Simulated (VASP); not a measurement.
Here is a VASP 6.6.1 calculation.

INCAR

```
SYSTEM = HfN
PREC = Accurate
ENCUT = 520
EDIFF = 1E-6
ISMEAR = 0
SIGMA = 0.15
LREAL = .False.
LASPH = .True.
NELM = 80
ALGO = Normal
ISIF = 2
LWAVE = .False.
LCHARG = .False.
GGA = PS
NBANDS = 14
```

Contents of KPOINTS:

```
regular mesh
0
Gamma
  18 18 18
  0 0 0
```

Contents of POSCAR:

```
HfN
1.0
    0.0000000000      2.1686400000      2.1686400000
    2.1686400000      0.0000000000      2.1686400000
    2.1686400000      2.1686400000      0.0000000000
Hf N
1 1
Direct
    0.0000000000      0.0000000000      0.0000000000
    0.5000000000      0.5000000000      0.5000000000
```

Potentials or basis: VASP PAW PBE potentials, release 64 (Hf_pv, N).

The run is started by

```sh
$ cat potpaw_PBE.64/Hf_pv/POTCAR potpaw_PBE.64/N/POTCAR > POTCAR
$ mpirun -np 1 vasp_std > vasp.out
```

(1) Estimate the pressure.

(2) Predict the band gap on the k mesh.

Answers

(1) 38.0 GPa.

(2) zero (an odd number of electrons rules out a gap without spin polarisation).

Caveat: the cell differs from its parent crystal (strain -0.040 along x and y, -0.040 along z); the cell stands under pressure; the PAW data sets were made with another functional, which shifts forces and pressure a little; spin-orbit coupling is left out, which moves the levels of the heavy elements.
